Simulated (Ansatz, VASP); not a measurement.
## Two plane-wave programs on NaCl

```
Na Cl
1.0
     3.45955    0.00778    0.00000
     0.00778    3.45955    0.00000
     0.00000    0.00000    3.45955
Na Cl
1 1
Direct
  0.00000 0.00000 0.00000
  0.50000 0.50000 0.50000
```

Change from the starting cell: shear_xy strain +0.5%.

Alike in both runs: task single point; functional PBE; k mesh 8 × 8 × 8; occupations fermi-dirac, width 0.02 eV; no spin polarisation.

|  | VASP | Ansatz |
| --- | --- | --- |
| version | VASP 6.6.1 | Ansatz 0.2.0 |
| potentials or method | VASP PAW PBE potentials, release 64 (Na_pv, Cl) | plane waves, PAW |
| plane-wave cutoff (eV) | 520 | 420 |
| valence electrons in the cell | 14 | 16 |

|  | VASP | Ansatz | Ansatz less VASP |
| --- | --- | --- | --- |
| gap on the k mesh at the Fermi level (eV) | 4.10 | 4.10 | 0.000 |
| pressure (GPa) | 1.1 | 1.2 | +0.05 |

VASP's potentials hold 14 valence electrons a cell and Ansatz's 16, so a difference there can come from the potentials and not from the codes.
